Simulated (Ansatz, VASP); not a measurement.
**TiC in VASP and in Ansatz**

```xyz
2
Lattice="0.0000 2.1712 2.1712 2.1712 0.0000 2.1712 2.1712 2.1712 0.0000" Properties=species:S:1:pos:R:3 pbc="T T T"
Ti    0.0000    0.0000    0.0000
C     2.1712    2.1712    2.1712
```

Change from the starting cell: volume scaled by 1.01.

Alike in both runs: task single point; functional PBEsol; k mesh 16 × 16 × 16; occupations fermi-dirac, width 0.03 eV; no spin polarisation.

|  | VASP | Ansatz |
| --- | --- | --- |
| version | VASP 6.6.1 | Ansatz 0.2.0 |
| potentials or method | VASP PAW PBE potentials, release 64 (Ti_sv, C), cutoff 520 eV | all-electron LAPW, scalar-relativistic |

Ansatz gave:

| Property | Result |
| --- | --- |
| pressure (GPa) | -8.6 |

Task: Estimate VASP's values.

Result: Pressure (GPa): -8.3.

VASP's potentials were made for PBE, not for PBEsol. Ansatz ran all-electron here, and VASP with PAW potentials.
